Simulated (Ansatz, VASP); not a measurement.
Two plane-wave programs on Zn

```
CELL_PARAMETERS angstrom
2.61436 0.00000 0.00000
-1.30718 2.26410 0.00000
0.00000 0.00000 4.87316
ATOMIC_POSITIONS crystal
Zn 0.33333 0.66667 0.25000
Zn 0.66667 0.33333 0.75000
```

Alike in both runs: task relaxation of cell and atoms; functional PBE; k mesh 18 × 18 × 10; occupations gaussian, width 0.1 eV; no spin polarisation.

|  | VASP | Ansatz |
| --- | --- | --- |
| version | VASP 6.6.1 | Ansatz 0.2.0 |
| potentials or method | VASP PAW PBE potentials, release 64 (Zn), cutoff 600 eV | scalar-relativistic, plane waves, PAW |
| valence electrons in the cell | 24 | 24 |

```tsv
	VASP	Ansatz	Ansatz less VASP
gap on the k mesh at the Fermi level, each at its own relaxed structure (eV)	none	none	-
relaxed volume (Å³/atom)	15.36	15.32	-0.038
relaxed cell length with the largest relative difference (Å)	2.639	2.635	-0.0041
```

A gap of «none» marks a metal or a gap that the smearing closes.
